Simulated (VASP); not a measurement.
Input of a VASP 6.6.1 run:

Contents of INCAR:

```
PREC = Accurate
ENCUT = 520
EDIFF = 1E-7
ISMEAR = -1
SIGMA = 0.03
LREAL = False
LASPH = True
NELM = 60
ALGO = Normal
ISIF = 2
LWAVE = False
LCHARG = False
GGA = PE
NBANDS = 13
```

Contents of KPOINTS:

```
regular mesh
0
Gamma
  14 14 14
```

Contents of POSCAR:

```
W
1.0
   -1.5493810000      1.5973000000      1.5973000000
    1.5973000000     -1.5493810000      1.5973000000
    1.5973000000      1.5973000000     -1.5493810000
W
1
Direct
    0.0000000000      0.0000000000      0.0000000000
```

Potentials or basis: VASP PAW PBE potentials, release 64 (W_sv).

Run with:

```bash
$ cat potpaw_PBE.64/W_sv/POTCAR > POTCAR
$ mpirun -np 1 vasp_std > vasp.out
```

Problem. What does it give for the band gap on the k mesh?

Solution. Zero (band 7 reaches 15.35 eV, above the bottom of band 8 at 10.23 eV).

Problem. Estimate the pressure.

Solution. -2.0 GPa.

Stress tensor (GPa, compression positive):
```
-1.95 -3.76 -3.76
-3.76 -1.95 -3.76
-3.76 -3.76 -1.95
```

Caveat: the cell differs from its parent crystal (equal xy, yz and zx shear strains of +3 %); spin-orbit coupling is left out, which moves the levels of the heavy elements.
